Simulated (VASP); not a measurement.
Write the native input for VASP 6.6.1 that does the following.

| Property | Result |
| --- | --- |
| Task | relaxation of cell and atoms |
| Functional | PBE |
| Potentials or basis | VASP PAW PBE potentials, release 64 (Cu) |
| Cutoff | 600 eV |
| k mesh | 30 × 30 × 30 |
| Occupations | gaussian, width 0.1 eV |
| Spin | no spin polarisation |
| Dipole correction | no |
| Further INCAR settings | ALGO = Fast; EDIFF = 1e-07; IBRION = 2; EDIFFG = -0.01; NSW = 100; ISIF = 3 |

The structure of Cu lies in POSCAR:

```
Cu
1.0
   -1.2694816008      1.2694816008      1.8589269166
    1.2694816008     -1.2694816008      1.8589269166
    1.2694816008      1.2694816008     -1.8589269166
Cu
1
Direct
    0.5000000000      0.5000000000      0.0000000000
```

The input as run:

INCAR

```
PREC = Accurate ; ENCUT = 600
EDIFF = 1E-7 ; ISMEAR = 0
SIGMA = 0.1 ; LREAL = False
LASPH = True ; NELM = 60
ALGO = Fast ; ISIF = 3
LWAVE = False ; LCHARG = False
GGA = PE ; IBRION = 2
NSW = 100 ; EDIFFG = -0.01
```

KPOINTS

```
regular mesh
0
Gamma
  30 30 30
```

Potentials or basis: VASP PAW PBE potentials, release 64 (Cu).

Run with:

```bash
$ cat potpaw_PBE.64/Cu/POTCAR > POTCAR
$ mpirun -np 1 vasp_std > vasp.out
```

Results of the run:

```
Relaxed volume                         : 12.00 Å³/atom
Relaxed cell                           : a = 2.571 Å, b = 2.571 Å, c = 2.571 Å, α = 120.07°, β = 120.07°, γ = 89.88°
Space group after relaxing (to 0.05 Å) : Fm-3m (No. 225)
Energy gained by relaxing              : 1.9 meV/atom
Ionic steps                            : 8
Pressure after relaxing                : 0.0 GPa
```

It took 21 min on 1 thread of AMD EPYC 9R45 96-Core Processor (Zen 5) (shared host), peak memory 0.42 GiB.
